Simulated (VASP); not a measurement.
Here is a VASP 6.6.1 calculation.

The input INCAR:

```
ALGO = Normal ; EDIFF = 1E-6
ENCUT = 520 ; GGA = PE
ISIF = 2 ; ISMEAR = -1
LASPH = True ; LCHARG = False
LREAL = False ; LWAVE = False
NBANDS = 31 ; NELM = 60
PREC = Accurate ; SIGMA = 0.05
```

File KPOINTS:

```
k-points
0
Gamma
  8 8 4
```

POSCAR

```
Yb
1.0
    3.8799000000      0.0000000000      0.0000000000
   -1.9399500000      3.3600919641      0.0000000000
    0.0000000000      0.0000000000      6.3859000000
Yb
2
Direct
    0.6666666667      0.3333333333      0.7500000000
    0.3333333333      0.6666666667      0.2500000000
```

Potentials or basis: VASP PAW PBE potentials, release 64 (Yb).

The run is started by

```bash
$ cat potpaw_PBE.64/Yb/POTCAR > POTCAR
$ mpirun -np 1 vasp_std > vasp.out
```

Question: Estimate the pressure.

Answer: -1.9 GPa.

Question: Predict the band gap on the k mesh.

Answer: Zero (band 24 reaches 1.32 eV, above the bottom of band 25 at 1.12 eV).

Stress tensor (GPa, compression positive):
```
-1.87  0.00  0.00
 0.00 -1.87  0.00
 0.00  0.00 -2.06
```

Caveat: spin-orbit coupling is left out, which moves the levels of the heavy elements. Spin polarisation is off, so any magnetic state and its effect on volume and gap are missing.
